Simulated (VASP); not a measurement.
# W (P6/mmm) in VASP: single point with PBEsol

Aim: the single point of W with PBEsol.

All numbers are computed with VASP 6.6.1; they aren't measurements. Logs are shortened: lines on timing, memory, paths and dates and some standing lists are left out, and cuts for length are marked.

## Step 1: The cell of the first run

The structure is hexagonal, space group P6/mmm (No. 191). Conventional cell: a = 4.712 Å, b = 4.712 Å, c = 2.889 Å, α = 90.00°, β = 90.00°, γ = 120.00°. Within 3.8 Å of W (site symmetry 6/mmm) lie 14 W at 2.89 to 3.08 Å. W (site symmetry -6m2) has 11 W at 2.72 to 3.08 Å within 3.6 Å.

This isn't the form of W at room conditions, which is bcc.

## Step 2: Single point, PBEsol

INCAR reads:

```
SYSTEM = W
  ALGO = Normal
  EDIFF = 1E-6
  ENCUT = 500
  GGA = PS
  GGA_COMPAT = .FALSE.
  ISIF = 2
  ISMEAR = 0
  LASPH = .TRUE.
  LCHARG = .FALSE.
  LREAL = .FALSE.
  LWAVE = .FALSE.
  NBANDS = 28
  NELM = 120
  PREC = Accurate
  SIGMA = 0.1
```

KPOINTS reads:

```
k-points
0
G
  6 6 6
  0 0 0
```

POSCAR reads:

```
W
1.0
    4.7117391293      0.0000000000      0.0000000000
   -2.3558695647      4.0804857820      0.0000000000
    0.0000000000      0.0000000000      2.8885009445
W
3
Direct
    0.0000000000      0.0000000000      0.0000000000
    0.3333333333      0.6666666667      0.5000000000
    0.6666666667      0.3333333333      0.5000000000
```

Potentials or basis: VASP PAW PBE potentials, release 64 (W_sv).

Started as:

```console
$ cat potpaw_PBE.64/W_sv/POTCAR > POTCAR
$ mpirun -np 1 vasp_std > vasp.out
```

OUTCAR:

```text
SYSTEM = W
   EDIFF = 1E-6
   ENCUT = 500
   GGA = PS
   ISIF = 2
   ISMEAR = 0
   LASPH = .TRUE.
   LREAL = .FALSE.
   NELM = 120
   PREC = Accurate

 ion  position               nearest neighbor table
   1  0.000  0.000  0.000-   2 3.08   3 3.08   2 3.08   3 3.08   3 3.08   3 3.08   2 3.08   2 3.08
                             3 3.08   3 3.08   2 3.08   2 3.08
   2  0.333  0.667  0.500-   3 2.72   3 2.72   3 2.72   1 3.08   1 3.08   1 3.08   1 3.08   1 3.08
                             1 3.08
   3  0.667  0.333  0.500-   2 2.72   2 2.72   2 2.72   1 3.08   1 3.08   1 3.08   1 3.08   1 3.08
                             1 3.08

  LATTYP: Found a hexagonal cell.
 ALAT       =     4.7117391293
 C/A-ratio  =     0.6130434783

  Lattice vectors:

 A1 = (   4.7117391293,   0.0000000000,   0.0000000000)
 A2 = (  -2.3558695647,   4.0804857820,   0.0000000000)
 A3 = (   0.0000000000,   0.0000000000,   2.8885009445)

Analysis of symmetry for initial positions (statically):
=====================================================================
 Subroutine PRICEL returns:
 Original cell was already a primitive cell.

 Routine SETGRP: Setting up the symmetry group for a
 hexagonal supercell.

 Subroutine GETGRP returns: Found 24 space group operations
 (whereof 24 operations were pure point group operations)
 out of a pool of 24 trial point group operations.

The static configuration has the point symmetry D_6h.

Analysis of symmetry for dynamics (positions and initial velocities):
=====================================================================
 Subroutine PRICEL returns:
 Original cell was already a primitive cell.

 Routine SETGRP: Setting up the symmetry group for a
 hexagonal supercell.

 Subroutine GETGRP returns: Found 24 space group operations
 (whereof 24 operations were pure point group operations)
 out of a pool of 24 trial point group operations.

The dynamic configuration has the point symmetry D_6h.

 Subroutine INISYM returns: Found 24 space group operations
 (whereof 24 operations are pure point group operations),
 and found     1 'primitive' translations

----------------------------------------------------------------------------------------

                                     Primitive cell

  volume of cell :      55.5349

  direct lattice vectors                    reciprocal lattice vectors
     4.711739129  0.000000000  0.000000000     0.212235859  0.122534430  0.000000000
    -2.355869565  4.080485782  0.000000000     0.000000000  0.245068860  0.000000000
     0.000000000  0.000000000  2.888500945     0.000000000  0.000000000  0.346200337

  length of vectors
     4.711739129  4.711739129  2.888500945     0.245068860  0.245068860  0.346200337

  position of ions in fractional coordinates (direct lattice)
     0.000000000  0.000000000  0.000000000
     0.333333333  0.666666667  0.500000000
     0.666666667  0.333333333  0.500000000

  ion indices of the primitive-cell ions
   primitive index   ion index
                 1           1
                 2           2
                 3           3

----------------------------------------------------------------------------------------

 KPOINTS: k-points

Automatic generation of k-mesh.
 Grid dimensions read from file:
 generate k-points for:    6    6    6

 Generating k-lattice:

  Cartesian coordinates                     Fractional coordinates (reciprocal lattice)
     0.035372643  0.020422405  0.000000000     0.166666667  0.000000000  0.000000000
     0.000000000  0.040844810  0.000000000     0.000000000  0.166666667  0.000000000
     0.000000000  0.000000000  0.057700056     0.000000000  0.000000000  0.166666667

  Length of vectors
     0.040844810  0.040844810  0.057700056

  Shift w.r.t. Gamma in fractional coordinates (k-lattice)
     0.000000000  0.000000000  0.000000000

 Subroutine IBZKPT returns following result:
 ===========================================

 Found     28 irreducible k-points:

 Following reciprocal coordinates:
            Coordinates               Weight
  0.000000  0.000000  0.000000      1.000000
  0.166667  0.000000  0.000000      6.000000
  0.333333  0.000000  0.000000      6.000000
  0.500000  0.000000  0.000000      3.000000
  0.166667  0.166667  0.000000      6.000000
  0.333333  0.166667  0.000000     12.000000
[... 16 lines left out ...]
  0.166667  0.000000  0.500000      6.000000
  0.333333  0.000000  0.500000      6.000000
 [... further k-points ...]
   k-points           NKPTS =     28   k-points in BZ     NKDIM =     28   number of bands    NBANDS=     28
   number of dos      NEDOS =    301   number of ions     NIONS =      3
   total plane-waves  NPLWV =  31104
   dimension x,y,z NGX =    36 NGY =   36 NGZ =   24
   dimension x,y,z NGXF=    72 NGYF=   72 NGZF=   48
   ions per type =               3
   NGX,Y,Z   is equivalent  to a cutoff of  12.70, 12.70, 13.81 a.u.
   NGXF,Y,Z  is equivalent  to a cutoff of  25.40, 25.40, 27.63 a.u.
 SYSTEM =  W
   PREC   = accura    normal or accurate (medium, high low for compatibility)
   ISTART =      0    job   : 0-new  1-cont  2-samecut
   ICHARG =      2    charge: 1-file 2-atom 10-const
   ISPIN  =      1    spin polarized calculation?
   LNONCOLLINEAR =      F non collinear calculations
   LSORBIT =      F    spin-orbit coupling
   LASPH  =      T    aspherical Exc in radial PAW
   ENCUT  =  500.0 eV  36.75 Ry    6.06 a.u.   8.59  8.59  5.27*2*pi/ulx,y,z
   NELM   =    120;   NELMIN=  2; NELMDL= -5     # of ELM steps
   EDIFF  = 0.1E-05   stopping-criterion for ELM
   LREAL  =      F    real-space projection
[... 7 lines left out ...]
   TEBEG  =    0.0;   TEEND  =   0.0 temperature during run
   PSTRESS=    0.0 pullay stress
   NELECT =      42.0000    total number of electrons
   NUPDOWN=      -1.0000    fix difference up-down
   EMIN   =  10.00;   EMAX   =-10.00  energy-range for DOS
   EFERMI =   0.00;   METHOD = LEGACY
   ISMEAR =     0;   SIGMA  =   0.10  broadening in eV -4-tet -1-fermi 0-gaus
   EFERMI_NEDOS =   21; number of points for ismear=-14 and -15
   IALGO  =     38    algorithm
   IMIX   =      4    mixing-type and parameters
     AMIX     =   0.40;   BMIX     =  1.00
     AMIX_MAG =   1.60;   BMIX_MAG =  1.00
  volume/ion in A,a.u.               =      18.51       124.92
  Fermi-wavevector in a.u.,A,eV,Ry     =   1.491544  2.818609 30.268927  2.224703
  Thomas-Fermi vector in A             =   2.604186
   LORBIT       =      0    0 simple, 1 ext, 2 COOP (PROOUT), +10 PAW based schemes
   GGA     = PS    functional components
   LHFCALC =     F    Hartree Fock is set to
   AEXX    =    0.0000 exact exchange contribution
   IVDW    =     0    specifies the selected vdW correction
   LEPSILON=     F    determine dielectric tensor
   LRPA    =     F    only Hartree local field effects (RPA)
 non-spin polarized calculation
 Gauss-broadening in eV      SIGMA  =   0.10
  energy-cutoff  :      500.00
  volume of cell :       55.53
 maximum number of plane-waves:      1430
 NGX is ok and might be reduce to    36
   NGX = 17   NGY = 17   NGZ = 11

 number of electron      41.9999990 magnetization

 Free energy of the ion-electron system (eV)
  ---------------------------------------------------
  ext. energy  EPLUGINS =         0.00000000
  ---------------------------------------------------
  free energy    TOTEN  =       -38.59041201 eV

  energy without entropy =      -38.55531077  energy(sigma->0) =      -38.57286139

 E-fermi :   8.8461     XC(G=0): -12.8798

 val. band max:        8.8366047482   @ k =   0.3333   0.3333   0.1667
 cond. band min:       8.8606290561   @ k =   0.3333   0.0000   0.0000
 fundamental gap:      0.0240243079
 Fermi energy:         8.8460867018

 k-point     1 :       0.0000    0.0000    0.0000
  band No.  band energies     occupation
      1     -65.1613      2.00000
      2     -64.9949      2.00000
      3     -64.9035      2.00000
      4     -29.4282      2.00000
      5     -29.4282      2.00000
      6     -29.3401      2.00000
[... 20 lines left out ...]
     27      13.3225      0.00000
     28      13.3225      0.00000

 k-point     2 :       0.1667    0.0000    0.0000
  band No.  band energies     occupation
      1     -65.1602      2.00000
      2     -64.9903      2.00000
      3     -64.9092      2.00000
      4     -29.5107      2.00000
      5     -29.4700      2.00000
      6     -29.2516      2.00000
[... 20 lines left out ...]
     27      12.6126      0.00000
     28      13.2211      0.00000

 k-point     3 :       0.3333    0.0000    0.0000
  band No.  band energies     occupation
      1     -65.1583      2.00000
      2     -64.9778      2.00000
      3     -64.9238      2.00000
      4     -29.5920      2.00000
      5     -29.4311      2.00000
      6     -29.1639      2.00000
[... 20 lines left out ...]
     27      11.8720      0.00000
     28      12.9045      0.00000

 k-point     4 :       0.5000    0.0000    0.0000
  band No.  band energies     occupation
      1     -65.1574      2.00000
      2     -64.9674      2.00000
      3     -64.9352      2.00000
      4     -29.6219      2.00000
      5     -29.3035      2.00000
      6     -29.2783      2.00000
[... 20 lines left out ...]
     27      12.2841      0.00000
     28      12.3310      0.00000

 k-point     5 :       0.1667    0.1667    0.0000
  band No.  band energies     occupation
      1     -65.1588      2.00000
      2     -64.9816      2.00000
      3     -64.9195      2.00000
      4     -29.5429      2.00000
      5     -29.4916      2.00000
      6     -29.1932      2.00000
[... 20 lines left out ...]
     27      11.6319      0.00000
     28      13.0569      0.00000

 k-point     6 :       0.3333    0.1667    0.0000
  band No.  band energies     occupation
      1     -65.1575      2.00000
      2     -64.9671      2.00000
      3     -64.9354      2.00000
      4     -29.5720      2.00000
      5     -29.4127      2.00000
      6     -29.2574      2.00000
[... 463 lines left out ...]
      5     -29.3758      2.00000
      6     -29.3758      2.00000
[... 20 lines left out ...]
     27      12.0322      0.00000
     28      13.3066      0.00000

 k-point    22 :       0.0000    0.0000    0.5000
  band No.  band energies     occupation
      1     -65.1279      2.00000
      2     -64.9692      2.00000
      3     -64.8747      2.00000
      4     -29.5517      2.00000
      5     -29.4756      2.00000
      6     -29.3646      2.00000
[... 20 lines left out ...]
     27      14.3509      0.00000
     28      14.5199      0.00000

 k-point    23 :       0.1667    0.0000    0.5000
  band No.  band energies     occupation
      1     -65.1279      2.00000
      2     -64.9637      2.00000
      3     -64.8804      2.00000
      4     -29.5655      2.00000
      5     -29.4918      2.00000
      6     -29.3778      2.00000
[... 20 lines left out ...]
     27      14.1222      0.00000
     28      14.1249      0.00000

 k-point    24 :       0.3333    0.0000    0.5000
  band No.  band energies     occupation
      1     -65.1279      2.00000
      2     -64.9493      2.00000
      3     -64.8948      2.00000
      4     -29.6048      2.00000
      5     -29.5121      2.00000
      6     -29.4023      2.00000
[... 20 lines left out ...]
     27      13.3017      0.00000
     28      13.8719      0.00000

 [... further k-points ...]
[... 5 lines left out ...]
  --------------------------------------------------------------------------------------
  -------------------------------------------------------------------------------------
  Total       -7.4700254     -7.4700254    -16.6072300      0.0000000      0.0000000     -0.0000000
  in kB     -215.5098089   -215.5098089   -479.1176430      0.0000000      0.0000000     -0.0000000
  external PRESSURE =    -303.3790870 kB  Pullay stress =       0.0000000 kB

 VOLUME and BASIS-vectors are now :
 -----------------------------------------------------------------------------
  energy-cutoff  :      500.00
  volume of cell :       55.53
      direct lattice vectors                 reciprocal lattice vectors
     4.711739129  0.000000000  0.000000000     0.212235859  0.122534430  0.000000000
    -2.355869565  4.080485782  0.000000000     0.000000000  0.245068860  0.000000000
     0.000000000  0.000000000  2.888500945     0.000000000  0.000000000  0.346200337

 POSITION                                       TOTAL-FORCE (eV/Angst)
 -----------------------------------------------------------------------------------
      0.00000      0.00000      0.00000         0.000000      0.000000      0.000000
     -0.00000      2.72032      1.44425         0.000000      0.000000     -0.000000
      2.35587      1.36016      1.44425        -0.000000     -0.000000      0.000000
 -----------------------------------------------------------------------------------
    total drift:                                0.000000      0.000000     -0.000000

  FREE ENERGIE OF THE ION-ELECTRON SYSTEM (eV)
  ---------------------------------------------------
  free  energy   TOTEN  =       -38.5904120126 eV

  energy  without entropy=      -38.5553107743  energy(sigma->0) =      -38.57286139
```

It took 29 s on 1 thread of Intel Xeon Platinum 8259CL at 2.50GHz (Skylake/Cascade Lake), shared host; peak memory 0.19 GiB.

What came out:

```
Free energy            : -38.5904 eV
Pressure               : -30.3 GPa
Band gap on the k mesh : zero (bands 21 and 22 overlap by 0.60 eV)
```

Stress tensor (GPa, compression positive):
```
-21.55   0.00   0.00
  0.00 -21.55   0.00
  0.00   0.00 -47.91
```

Caveat: the k points lie up to 0.36 Å⁻¹ apart, too coarse for converged energies and pressures of a metal; the PAW data sets were made with another functional, which shifts forces and pressure a little; spin-orbit coupling is left out, which moves the levels of the heavy elements.

The gap in the log of VASP goes by the Fermi energy; the results here count the filled bands.